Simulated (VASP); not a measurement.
## BaTiO3: single point with PBE

The system is BaTiO3.

```
Ba Ti O
1.0
     4.05872    0.00000    0.00000
     0.00000    4.05872    0.00000
     0.00000    0.00000    4.05872
Ba Ti O
1 1 3
Direct
  0.50000 0.50000 0.50000
  0.00000 0.00000 0.00000
  0.50000 0.00000 0.00000
  0.00000 0.50000 0.00000
  0.00000 0.00000 0.50000
```

```
Program             : VASP 6.6.1
Task                : single point
Functional          : PBE
Potentials or basis : VASP PAW PBE potentials, release 64 (Ba_sv, Ti_sv, O)
Cutoff              : 520 eV
k mesh              : 6 × 6 × 6
Occupations         : gaussian, width 0.01 eV
Spin                : no spin polarisation
```

```yaml
Pressure: -2.9 GPa
Band_gap_on_the_k_mesh: 1.66 eV, indirect (least direct gap 1.84 eV)
```

Levels at points of the mesh, in eV from the valence-band top:
```
           k point  band 16  band 17  band 18  band 19  band 20  band 21  band 22  band 23  band 24  band 25
(0.00, 0.00, 0.00)    -1.03    -1.03    -0.18    -0.18    -0.18     1.66     1.66     1.66     3.62     3.62
(0.50, 0.00, 0.00)    -1.80    -1.78    -1.78    -0.71    -0.71     1.80     3.28     3.28     3.63     5.53
(0.50, 0.50, 0.00)    -2.55    -1.73    -0.89    -0.89    -0.08     3.28     3.28     3.68     4.42     7.23
(0.50, 0.50, 0.50)    -2.41    -2.41     0.00     0.00     0.00     3.90     3.90     3.90     6.54     6.54
```

Run time: 20 s on 1 thread of Intel(R) Xeon(R) 6975P-C (Granite Rapids) (shared host), peak memory 0.19 GiB.

Caveat: spin-orbit coupling is left out, which moves the levels of the heavy elements. A k mesh can miss the band edges.
